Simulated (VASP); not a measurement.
# CaB6 (Pm-3m) in VASP: single point with PBE

Aim: the single point of CaB6 with PBE.

Program: VASP 6.6.1. These are calculated values, not measurements. Logs are shortened: lines on timing, memory, paths and dates and some standing lists are left out, and cuts for length are marked.

## 1. The cell of the first run

Symmetry: Pm-3m, No. 221, cubic system. The conventional cell has a = 4.148 Å, b = 4.148 Å, c = 4.148 Å, α = 90.00°, β = 90.00°, γ = 90.00°. Ca (site symmetry m-3m) has 24 B at 3.05 Å and 6 Ca at 4.15 Å within 4.2 Å. Within 2.2 Å of B (site symmetry 4mm) lie 5 B at 1.67 to 1.75 Å.

## 2. Single point, PBE

POSCAR

```
CaB6
1.0
    4.1477324542      0.0000000000      0.0000000000
    0.0000000000      4.1477324542      0.0000000000
    0.0000000000      0.0000000000      4.1477324542
Ca B
1 6
Direct
    0.5000000000      0.5000000000      0.5000000000
    0.0000000000      0.0000000000      0.2982058821
    0.0000000000      0.0000000000      0.7017941179
    0.2982058821      0.0000000000      0.0000000000
    0.7017941179      0.0000000000      0.0000000000
    0.0000000000      0.2982058821      0.0000000000
    0.0000000000      0.7017941179      0.0000000000
```

INCAR.step1

```
SYSTEM = CaB6
PREC     = Accurate       ! precision mode
ENCUT    = 520            ! plane-wave cutoff, eV
EDIFF    = 1E-6           ! SCF threshold, eV
ISMEAR   = 0              ! smearing method
SIGMA    = 0.01           ! smearing width, eV
LREAL    = .False.        ! projectors in reciprocal space
LASPH    = .True.         ! aspherical terms in the spheres
NELM     = 80             ! most SCF steps
ALGO     = Normal         ! electronic algorithm
ISIF     = 2              ! what is computed and relaxed
LWAVE    = .False.        ! write WAVECAR
LCHARG   = .True.         ! write CHGCAR
GGA      = PE             ! functional
NBANDS   = 23             ! bands
```

KPOINTS.step1

```
regular mesh
0
Gamma
  8 8 8
  0 0 0
```

INCAR.step2

```
SYSTEM = CaB6
PREC     = Accurate       ! precision mode
ENCUT    = 520            ! plane-wave cutoff, eV
EDIFF    = 1E-6           ! SCF threshold, eV
ISMEAR   = -5             ! smearing method
SIGMA    = 0.01           ! smearing width, eV
LREAL    = .False.        ! projectors in reciprocal space
LASPH    = .True.         ! aspherical terms in the spheres
NELM     = 80             ! most SCF steps
ALGO     = Normal         ! electronic algorithm
ISIF     = 2              ! what is computed and relaxed
LWAVE    = .False.        ! write WAVECAR
LCHARG   = .False.        ! write CHGCAR
GGA      = PE             ! functional
LORBIT   = 10             ! projections on sites
NBANDS   = 23             ! bands
NEDOS    = 2001           ! points of the DOS
ICHARG   = 11             ! starting density
```

KPOINTS.step2

```
regular mesh
0
Gamma
  12 12 12
  0 0 0
```

Potentials or basis: VASP PAW PBE potentials, release 64 (Ca_sv, B).

The run is started by

```
$ cat potpaw_PBE.64/Ca_sv/POTCAR potpaw_PBE.64/B/POTCAR > POTCAR
$ cp INCAR.step1 INCAR
$ cp KPOINTS.step1 KPOINTS
$ mpirun -np 1 vasp_std > vasp.out
$ cp INCAR.step2 INCAR
$ cp KPOINTS.step2 KPOINTS
$ mpirun -np 1 vasp_std > vasp.out
```

OUTCAR:

```text
SYSTEM = CaB6
   PREC = Accurate
   ENCUT = 520
   EDIFF = 1E-6
   ISMEAR = -5
   LREAL = .False.
   LASPH = .True.
   NELM = 80
   ISIF = 2
   GGA = PE
   LORBIT = 10
   ICHARG = 11

 ion  position               nearest neighbor table
   1  0.500  0.500  0.500-
   2  0.000  0.000  0.298-   3 1.67   4 1.75   5 1.75   6 1.75   7 1.75
   3  0.000  0.000  0.702-   2 1.67   4 1.75   5 1.75   6 1.75   7 1.75
   4  0.298  0.000  0.000-   5 1.67   3 1.75   2 1.75   6 1.75   7 1.75
   5  0.702  0.000  0.000-   4 1.67   3 1.75   2 1.75   6 1.75   7 1.75
   6  0.000  0.298  0.000-   7 1.67   3 1.75   4 1.75   5 1.75   2 1.75
   7  0.000  0.702  0.000-   6 1.67   3 1.75   4 1.75   5 1.75   2 1.75

  LATTYP: Found a simple cubic cell.
 ALAT       =     4.1477324542

  Lattice vectors:

 A1 = (   4.1477324542,   0.0000000000,   0.0000000000)
 A2 = (   0.0000000000,   4.1477324542,   0.0000000000)
 A3 = (   0.0000000000,   0.0000000000,   4.1477324542)

Analysis of symmetry for initial positions (statically):
=====================================================================
 Subroutine PRICEL returns:
 Original cell was already a primitive cell.

 Routine SETGRP: Setting up the symmetry group for a
 simple cubic supercell.

 Subroutine GETGRP returns: Found 48 space group operations
 (whereof 48 operations were pure point group operations)
 out of a pool of 48 trial point group operations.

The static configuration has the point symmetry O_h .

Analysis of symmetry for dynamics (positions and initial velocities):
=====================================================================
 Subroutine PRICEL returns:
 Original cell was already a primitive cell.

 Routine SETGRP: Setting up the symmetry group for a
 simple cubic supercell.

 Subroutine GETGRP returns: Found 48 space group operations
 (whereof 48 operations were pure point group operations)
 out of a pool of 48 trial point group operations.

The dynamic configuration has the point symmetry O_h .

 Subroutine INISYM returns: Found 48 space group operations
 (whereof 48 operations are pure point group operations),
 and found     1 'primitive' translations

----------------------------------------------------------------------------------------

                                     Primitive cell

  volume of cell :      71.3563

  direct lattice vectors                    reciprocal lattice vectors
     4.147732454  0.000000000  0.000000000     0.241095589  0.000000000  0.000000000
     0.000000000  4.147732454  0.000000000     0.000000000  0.241095589  0.000000000
     0.000000000  0.000000000  4.147732454     0.000000000  0.000000000  0.241095589

  length of vectors
     4.147732454  4.147732454  4.147732454     0.241095589  0.241095589  0.241095589

  position of ions in fractional coordinates (direct lattice)
     0.500000000  0.500000000  0.500000000
     0.000000000  0.000000000  0.298205882
     0.000000000  0.000000000  0.701794118
     0.298205882  0.000000000  0.000000000
     0.701794118  0.000000000  0.000000000
     0.000000000  0.298205882  0.000000000
     0.000000000  0.701794118  0.000000000

  ion indices of the primitive-cell ions
   primitive index   ion index
                 1           1
                 2           2
                 3           3
                 4           4
                 5           5
                 6           6
                 7           7

----------------------------------------------------------------------------------------

 KPOINTS: regular mesh

Automatic generation of k-mesh.
 Grid dimensions read from file:
 generate k-points for:   12   12   12

 Generating k-lattice:

  Cartesian coordinates                     Fractional coordinates (reciprocal lattice)
     0.020091299  0.000000000  0.000000000     0.083333333  0.000000000  0.000000000
     0.000000000  0.020091299  0.000000000     0.000000000  0.083333333  0.000000000
     0.000000000  0.000000000  0.020091299     0.000000000  0.000000000  0.083333333

  Length of vectors
     0.020091299  0.020091299  0.020091299

  Shift w.r.t. Gamma in fractional coordinates (k-lattice)
     0.000000000  0.000000000  0.000000000

 TETIRR: Found    854 inequivalent tetrahedra from    10368

 Subroutine IBZKPT returns following result:
 ===========================================

 Found     84 irreducible k-points:

 Following reciprocal coordinates:
            Coordinates               Weight
  0.000000  0.000000  0.000000      1.000000
  0.083333  0.000000  0.000000      6.000000
  0.166667  0.000000  0.000000      6.000000
  0.250000  0.000000  0.000000      6.000000
  0.333333  0.000000  0.000000      6.000000
  0.416667  0.000000  0.000000      6.000000
[... 16 lines left out ...]
  0.333333  0.333333  0.000000     12.000000
  0.416667  0.333333  0.000000     24.000000
 [... further k-points ...]
   k-points           NKPTS =     84   k-points in BZ     NKDIM =     84   number of bands    NBANDS=     23
   number of dos      NEDOS =   2001   number of ions     NIONS =      7
   total plane-waves  NPLWV =  32768
   dimension x,y,z NGX =    32 NGY =   32 NGZ =   32
   dimension x,y,z NGXF=    64 NGYF=   64 NGZF=   64
   ions per type =               1   6
   NGX,Y,Z   is equivalent  to a cutoff of  12.83, 12.83, 12.83 a.u.
   NGXF,Y,Z  is equivalent  to a cutoff of  25.65, 25.65, 25.65 a.u.
 SYSTEM =  CaB6
   PREC   = accura    normal or accurate (medium, high low for compatibility)
   ISTART =      0    job   : 0-new  1-cont  2-samecut
   ICHARG =     11    charge: 1-file 2-atom 10-const
   ISPIN  =      1    spin polarized calculation?
   LNONCOLLINEAR =      F non collinear calculations
   LSORBIT =      F    spin-orbit coupling
   LASPH  =      T    aspherical Exc in radial PAW
   ENCUT  =  520.0 eV  38.22 Ry    6.18 a.u.   7.71  7.71  7.71*2*pi/ulx,y,z
   NELM   =     80;   NELMIN=  2; NELMDL=  0     # of ELM steps
   EDIFF  = 0.1E-05   stopping-criterion for ELM
   LREAL  =      F    real-space projection
   EDIFFG = 0.1E-04   stopping-criterion for IOM
   NSW    =      0    number of steps for IOM
   IBRION =     -1    ionic relax: 0-MD 1-quasi-New 2-CG
   NFREE  =      0    steps in history (QN), initial steepest desc. (CG)
   ISIF   =      2    stress and relaxation
   ISYM   =      2    0-nonsym 1-usesym 2-fastsym
   POTIM  = 0.5000    time-step for ionic-motion
   TEBEG  =    0.0;   TEEND  =   0.0 temperature during run
   PSTRESS=    0.0 pullay stress
   NELECT =      28.0000    total number of electrons
   NUPDOWN=      -1.0000    fix difference up-down
   EMIN   =  10.00;   EMAX   =-10.00  energy-range for DOS
   EFERMI =   0.00;   METHOD = LEGACY
   ISMEAR =    -5;   SIGMA  =   0.01  broadening in eV -4-tet -1-fermi 0-gaus
   EFERMI_NEDOS =   21; number of points for ismear=-14 and -15
   IALGO  =     38    algorithm
   IMIX   =      4    mixing-type and parameters
     AMIX     =   0.40;   BMIX     =  1.00
     AMIX_MAG =   1.60;   BMIX_MAG =  1.00
  volume/ion in A,a.u.               =      10.19        68.79
  Fermi-wavevector in a.u.,A,eV,Ry     =   1.198533  2.264900 19.544525  1.436482
  Thomas-Fermi vector in A             =   2.334420
   LORBIT       =     10    0 simple, 1 ext, 2 COOP (PROOUT), +10 PAW based schemes
   GGA     = PE    functional components
   LHFCALC =     F    Hartree Fock is set to
   AEXX    =    0.0000 exact exchange contribution
   IVDW    =     0    specifies the selected vdW correction
   LEPSILON=     F    determine dielectric tensor
   LRPA    =     F    only Hartree local field effects (RPA)
 non-spin polarized calculation
 Fermi weights with tetrahedron method with Bloechl corrections
  energy-cutoff  :      520.00
  volume of cell :       71.36
 maximum number of plane-waves:      1940
 NGX is ok and might be reduce to    32

 number of electron      28.0000006 magnetization

 Free energy of the ion-electron system (eV)
  ---------------------------------------------------
  ext. energy  EPLUGINS =         0.00000000
  ---------------------------------------------------
  free energy    TOTEN  =       -45.01582119 eV

  energy without entropy =      -45.01582119  energy(sigma->0) =      -45.01582119

 E-fermi :   4.6832     XC(G=0): -10.5647

 val. band max:        4.6834430678   @ k =   0.4167   0.0000   0.0000
 cond. band min:       4.6838813561   @ k =   0.4167   0.0000   0.0000
 fundamental gap:      0.0004382883
 Fermi energy:         4.6832486250

 k-point     1 :       0.0000    0.0000    0.0000
  band No.  band energies     occupation
      1     -36.5276      2.00000
      2     -17.5111      2.00000
      3     -17.5111      2.00000
      4     -17.5111      2.00000
      5      -9.7854      2.00000
      6      -2.2136      2.00000
[... 15 lines left out ...]
     22       9.3773      0.00000
     23      10.5205      0.00000

 k-point     2 :       0.0833    0.0000    0.0000
  band No.  band energies     occupation
      1     -36.5274      2.00000
      2     -17.5150      2.00000
      3     -17.5106      2.00000
      4     -17.5106      2.00000
      5      -9.7623      2.00000
      6      -2.6713      2.00000
[... 15 lines left out ...]
     22       9.3148      0.00000
     23      10.2516      0.00000
[... 544 lines left out ...]
     22      11.8393      0.00000
     23      11.9522      0.00000

 k-point    24 :       0.4167    0.3333    0.0000
  band No.  band energies     occupation
      1     -36.5237      2.00000
      2     -17.5563      2.00000
      3     -17.5445      2.00000
      4     -17.5002      2.00000
      5      -9.2479      2.00000
      6      -4.2292      2.00000
[... 15 lines left out ...]
     22      11.5778      0.00000
     23      12.5876      0.00000

 [... further k-points ...]

------------------------ aborting loop because EDIFF is reached ----------------------------------------

  FORCE on cell =-STRESS in cart. coord.  units (eV):
  Direction    XX          YY          ZZ          XY          YZ          ZX
  --------------------------------------------------------------------------------------
  -------------------------------------------------------------------------------------
  Total        0.0572420      0.0572420      0.0572420     -0.0000000      0.0000000     -0.0000000
  in kB        1.2852663      1.2852663      1.2852663     -0.0000000      0.0000000     -0.0000000
  external PRESSURE =       1.2852663 kB  Pullay stress =       0.0000000 kB

 VOLUME and BASIS-vectors are now :
 -----------------------------------------------------------------------------
  energy-cutoff  :      520.00
  volume of cell :       71.36
      direct lattice vectors                 reciprocal lattice vectors
     4.147732454  0.000000000  0.000000000     0.241095589  0.000000000  0.000000000
     0.000000000  4.147732454  0.000000000     0.000000000  0.241095589  0.000000000
     0.000000000  0.000000000  4.147732454     0.000000000  0.000000000  0.241095589

 POSITION                                       TOTAL-FORCE (eV/Angst)
 -----------------------------------------------------------------------------------
      2.07387      2.07387      2.07387         0.000000      0.000000      0.000000
      0.00000      0.00000      1.23688         0.000000      0.000000      0.013509
      0.00000      0.00000      2.91085        -0.000000      0.000000     -0.013509
      1.23688      0.00000      0.00000         0.013509      0.000000     -0.000000
      2.91085      0.00000      0.00000        -0.013509      0.000000      0.000000
      0.00000      1.23688      0.00000         0.000000      0.013509      0.000000
      0.00000      2.91085      0.00000        -0.000000     -0.013509     -0.000000
 -----------------------------------------------------------------------------------
    total drift:                                0.000000      0.000000     -0.000000

  FREE ENERGIE OF THE ION-ELECTRON SYSTEM (eV)
  ---------------------------------------------------
  free  energy   TOTEN  =       -45.0158211854 eV

  energy  without entropy=      -45.0158211854  energy(sigma->0) =      -45.01582119

 total charge

# of ion       s       p       d       tot
------------------------------------------
    1        2.012   5.841   0.210   8.063
    2        0.700   1.366   0.000   2.065
    3        0.700   1.366   0.000   2.065
    4        0.700   1.366   0.000   2.065
    5        0.700   1.366   0.000   2.065
    6        0.700   1.366   0.000   2.065
    7        0.700   1.366   0.000   2.065
--------------------------------------------------
tot          6.209  14.035   0.210  20.454
```

Run time: 58 s. Hardware: 1 thread of AMD EPYC 9R45 (Zen 5), shared host; peak memory 0.22 GiB.

What came out:

```yaml
Valence_electrons_inside_the_program's_atomic_spheres: Ca 8.06; B 2.06
```

Levels at points of the mesh, in eV from the valence-band top:
| k point | band 10 | band 11 | band 12 | band 13 | band 14 | band 15 | band 16 | band 17 | band 18 | band 19 |
| --- | --- | --- | --- | --- | --- | --- | --- | --- | --- | --- |
| (0.00, 0.00, 0.00) | -5.33 | -5.33 | -0.36 | -0.36 | -0.36 | 2.79 | 2.79 | 2.79 | 3.33 | 3.33 |
| (0.50, 0.00, 0.00) | -4.94 | -2.41 | -2.41 | -1.81 | -0.11 | 0.03 | 3.16 | 3.16 | 3.76 | 3.81 |
| (0.50, 0.50, 0.00) | -4.97 | -2.73 | -2.73 | -1.51 | -1.51 | 3.04 | 3.04 | 4.01 | 4.31 | 4.32 |
| (0.50, 0.50, 0.50) | -4.38 | -4.38 | -1.12 | -1.12 | -1.12 | 4.21 | 4.69 | 4.69 | 4.78 | 4.78 |
